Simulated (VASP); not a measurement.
A run of VASP 6.6.1:

The input POSCAR:

```
MgB2
1.0
    3.0569538615      0.0000000000      0.0000000000
   -1.5284769308      2.6473997023      0.0000000000
    0.0000000000      0.0000000000      3.4540466829
Mg B
1 2
Direct
    0.0000000000      0.0000000000      0.0000000000
    0.3333333333      0.6666666667      0.5000000000
    0.6666666667      0.3333333333      0.5000000000
```

The input INCAR.step1:

```
  ALGO = Normal
  EDIFF = 1E-4
  ENCUT = 600
  GGA = PE
  ISMEAR = 0
  LASPH = True
  LCHARG = False
  LREAL = False
  LWAVE = True
  NELM = 80
  PREC = Accurate
  SIGMA = 0.05
```

Contents of INCAR.step2:

```
  ALGO = Normal
  BPARAM = 11.95
  CPARAM = 0.0093
  EDIFF = 1E-6
  EDIFFG = -0.01
  ENCUT = 600
  IBRION = 2
  ISIF = 4
  ISMEAR = 0
  ISTART = 1
  IVDW_NL = 2
  LASPH = True
  LCHARG = False
  LMIXTAU = True
  LREAL = False
  LUSE_VDW = True
  LWAVE = False
  METAGGA = R2SCAN
  NELM = 80
  NSW = 60
  PREC = Accurate
  SIGMA = 0.05
```

The input KPOINTS:

```
k-points
0
Gamma
  8 8 6
```

Potentials or basis: VASP PAW PBE potentials, release 64 (Mg, B).

Launch:

```sh
$ cat potpaw_PBE.64/Mg/POTCAR potpaw_PBE.64/B/POTCAR > POTCAR
$ cp INCAR.step1 INCAR
$ mpirun -np 1 vasp_std > vasp.out
$ cp INCAR.step2 INCAR
$ mpirun -np 1 vasp_std > vasp.out
```

Hardware: 1 thread of Intel(R) Xeon(R) 6975P-C (Granite Rapids), on a shared host.

How long does it take, and how much memory?

Run time: 46 s on 1 thread of Intel(R) Xeon(R) 6975P-C (Granite Rapids), with other jobs on the host, peak memory 0.23 GiB. Counts: k points 40, ion steps 2.
